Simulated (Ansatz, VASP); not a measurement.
# One calculation of BaO, two programs

```xyz
2
Lattice="0.0000 2.7904 2.7904 2.7904 0.0000 2.7904 2.7904 2.7904 0.0000" Properties=species:S:1:pos:R:3 pbc="T T T"
Ba    0.0000    0.0000    0.0000
O     2.7904    2.7904    2.7904
```

Alike in both runs: task single point; functional PBE; dispersion D3(BJ); k mesh 6 × 6 × 6; occupations gaussian, width 0.1 eV; no spin polarisation.

|  | VASP | Ansatz |
| --- | --- | --- |
| version | VASP 6.6.1 | Ansatz 0.2.0 |
| potentials or method | VASP PAW PBE potentials, release 64 (Ba_sv, O), cutoff 600 eV | scalar-relativistic, plane waves, PAW |
| valence electrons in the cell | 16 | 16 |

|  | VASP | Ansatz | Ansatz less VASP |
| --- | --- | --- | --- |
| gap on the k mesh at the Fermi level (eV) | 2.05 | 2.11 | +0.064 |
| least direct gap on the mesh (eV) | 2.05 | 2.11 | +0.064 |
| pressure (GPa) | -0.4 | -1.9 | -1.47 |

Spin-orbit coupling is off throughout.
